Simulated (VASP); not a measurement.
A run of VASP 6.6.1 is set up as follows.

INCAR

```
SYSTEM = LiF
ALGO = Normal
EDIFF = 1E-7
EDIFFG = -0.025
ENCUT = 600
GGA = PE
IBRION = 2
ISIF = 3
ISMEAR = 0
LASPH = .TRUE.
LCHARG = .FALSE.
LREAL = .FALSE.
LWAVE = .FALSE.
NELM = 60
NSW = 80
PREC = Accurate
SIGMA = 0.1
```

KPOINTS

```
k-points
0
G
  6 6 6
  0 0 0
```

Contents of POSCAR:

```
LiF
1.0
   -2.0215650138      0.0055622180     -2.0206300873
   -2.0212077015     -2.0095540564      0.0052049057
   -4.1083088088      2.0702425564      2.0802466503
Li F
2 2
Direct
    1.0223865127      0.9895062004      0.0134388822
    0.4966576989      0.6389095709      0.4590410041
    0.3267999938      0.1543817804      0.2437920975
    0.6541557946      0.7172024483      0.7837280162
```

Potentials or basis: VASP PAW PBE potentials, release 64 (Li_sv, F).

Command:

```bash
$ cat potpaw_PBE.64/Li_sv/POTCAR potpaw_PBE.64/F/POTCAR > POTCAR
$ mpirun -np 1 vasp_std > vasp.out
```

Question: Predict the space group after relaxing (to 0.1 Å).

Answer: Fm-3m (No. 225).

Question: What does it give for the band gap on the k mesh?

Answer: 8.92 eV.

Step by step:
| step | energy change (eV) | largest force (eV/Å) | pressure (GPa) | volume (Å³) |
| --- | --- | --- | --- | --- |
| 1 | 0.0000 | 4.5362 | 12.76 | 33.63 |
| 2 | -0.6535 | 1.0179 | -1.99 | 36.95 |
| 3 | -0.6531 | 0.9800 | -0.64 | 36.24 |
| 4 | -0.6566 | 1.0061 | -1.42 | 36.62 |
| 5 | -0.7474 | 0.6491 | -2.00 | 36.39 |
| 6 | -0.8373 | 0.7231 | -2.42 | 35.76 |
| 7 | -0.8965 | 0.4741 | -1.37 | 34.52 |
| 8 | -0.9169 | 0.4776 | 0.59 | 33.27 |
| 9 | -0.9385 | 0.1340 | -0.06 | 33.45 |
| 10 | -0.9399 | 0.1787 | -0.23 | 33.51 |
| 11 | -0.9442 | 0.1328 | -0.17 | 33.43 |
| 12 | -0.9488 | 0.0513 | 0.20 | 33.19 |
| 13 | -0.9489 | 0.0417 | 0.14 | 33.22 |
| 14 | -0.9495 | 0.0194 | -0.05 | 33.30 |

Caveat: the k points lie up to 0.43 Å⁻¹ apart in the final cell; the cutoff is under 1.25 times the usual one of these potentials, so pressure, stress and relaxed cells hold a basis-set (Pulay) error. A k mesh can miss the band edges.
